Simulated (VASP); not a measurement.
Input of a VASP 6.6.1 run:

File INCAR:

```
  PREC = Accurate
  ENCUT = 600
  EDIFF = 1E-6
  ISMEAR = -1
  SIGMA = 0.1
  LREAL = F
  LASPH = T
  NELM = 80
  ALGO = Normal
  ISIF = 3
  LWAVE = F
  LCHARG = F
  GGA = B5
  ALDAX = 1.0
  AGGAX = 1.0
  AGGAC = 1.0
  ALDAC = 0.0
  IBRION = 2
  NSW = 80
  EDIFFG = -0.01
```

KPOINTS

```
Automatic mesh
0
Gamma
  8 8 11
```

File POSCAR:

```
W
1.0
    4.4740055658      0.0000000000      0.0000000000
   -2.2370027829      3.8746024767      0.0000000000
    0.0000000000      0.0000000000      2.7425654118
W
3
Direct
    0.0000000000      0.0000000000      0.0000000000
    0.3333333333      0.6666666667      0.5000000000
    0.6666666667      0.3333333333      0.5000000000
```

Potentials or basis: VASP PAW PBE potentials, release 64 (W_sv).

Run with:

```console
$ cat potpaw_PBE.64/W_sv/POTCAR > POTCAR
$ mpirun -np 1 vasp_std > vasp.out
```

(1) What does it give for the band gap on the k mesh?

(2) What does it give for the relaxed volume?

(3) Predict the relaxed cell.

(4) What does it give for the space group after relaxing (to 0.1 Å)?

Answers

(1) zero (bands 21 and 22 overlap by 0.82 eV).

(2) 17.25 Å³/atom.

(3) a = 4.756 Å, b = 4.756 Å, c = 2.642 Å, α = 90.00°, β = 90.00°, γ = 120.00°.

(4) P6/mmm (No. 191).

Caveat: the PAW data sets were made with another functional, which shifts forces and pressure a little; spin-orbit coupling is left out, which moves the levels of the heavy elements.
